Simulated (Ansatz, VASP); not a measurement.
**Two plane-wave programs on Sn**

```
Sn
1.0
     0.00000    3.23714    3.23714
     3.23714    0.00000    3.23714
     3.23714    3.23714    0.00000
Sn
2
Direct
  0.00000 0.00000 0.00000
  0.25000 0.25000 0.25000
```

Alike in both runs: task single point; functional PBEsol; k mesh 12 × 12 × 12; occupations gaussian, width 0.1 eV; no spin polarisation.

|  | VASP | Ansatz |
| --- | --- | --- |
| version | VASP 6.6.1 | Ansatz 0.2.0 |
| potentials or method | VASP PAW PBE potentials, release 64 (Sn_d), cutoff 520 eV | scalar-relativistic, plane waves, PAW |
| valence electrons in the cell | 28 | 28 |

```csv
,VASP,Ansatz,Ansatz less VASP
gap on the k mesh at the Fermi level (eV),none,none,-
pressure (GPa),1.3,1.4,+0.07
```

VASP's potentials were made for PBE, not for PBEsol. A gap of «none» marks a metal or a gap that the smearing closes. With one functional, cell and mesh, what is left measures potentials, basis and numerics.
